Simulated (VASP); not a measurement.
A run of VASP 6.6.1:

The input INCAR:

```
ALGO = Normal
EDIFF = 1E-7
ENCUT = 520
GGA = PS
ISIF = 2
ISMEAR = 0
LASPH = T
LCHARG = F
LREAL = F
LWAVE = F
NBANDS = 8
NELM = 100
PREC = Accurate
SIGMA = 0.15
```

KPOINTS

```
k-points
0
Gamma
  20 20 20
```

POSCAR

```
Al
1.0
    0.0000000000      1.9936203000      2.0543397000
    1.9936203000      0.0000000000      2.0543397000
    1.9936203000      1.9936203000      0.0000000000
Al
1
Direct
    0.0000000000      0.0000000000      0.0000000000
```

Potentials or basis: VASP PAW PBE potentials, release 64 (Al).

The run is started by

```sh
$ cat potpaw_PBE.64/Al/POTCAR > POTCAR
$ mpirun -np 1 vasp_std > vasp.out
```

Hardware: 1 thread of Intel(R) Xeon(R) Platinum 8259CL CPU @ 2.50GHz (Skylake/Cascade Lake) (shared host).

Q: Estimate the wall time of this run.

A: It took 44 s on 1 thread of Intel(R) Xeon(R) Platinum 8259CL CPU @ 2.50GHz (Skylake/Cascade Lake), on a shared host, peak memory 0.19 GiB. Counts: scf iterations 11, k points 641.
